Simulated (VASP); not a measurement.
Here is a VASP 6.6.1 calculation.

The input INCAR:

```
PREC = Accurate
ENCUT = 520
EDIFF = 1E-7
ISMEAR = -1
SIGMA = 0.15
LREAL = False
LASPH = True
NELM = 80
ALGO = Normal
ISIF = 2
LWAVE = False
LCHARG = False
GGA = PS
NBANDS = 16
```

KPOINTS

```
Automatic mesh
0
Gamma
  12 12 12
```

The input POSCAR:

```
InAs
1.0
    0.0000000000      3.0438578845      3.0438578845
    3.0438578845      0.0000000000      3.0438578845
    3.0438578845      3.0438578845      0.0000000000
In As
1 1
Direct
    0.2500000000      0.2500000000      0.2500000000
    0.0000000000      0.0000000000      0.0000000000
```

Potentials or basis: VASP PAW PBE potentials, release 64 (In_d, As).

Launch:

```sh
$ cat potpaw_PBE.64/In_d/POTCAR potpaw_PBE.64/As/POTCAR > POTCAR
$ mpirun -np 1 vasp_std > vasp.out
```

**Question.** Predict the pressure.

**Answer.** 0.1 GPa.

**Question.** What does it give for the band gap on the k mesh?

**Answer.** Zero (filled and empty bands touch).

Caveat: semilocal functionals underestimate gaps, so a narrow gap can read as zero; the PAW data sets were made with another functional, which shifts forces and pressure a little; spin-orbit coupling is left out, which moves the levels of the heavy elements.
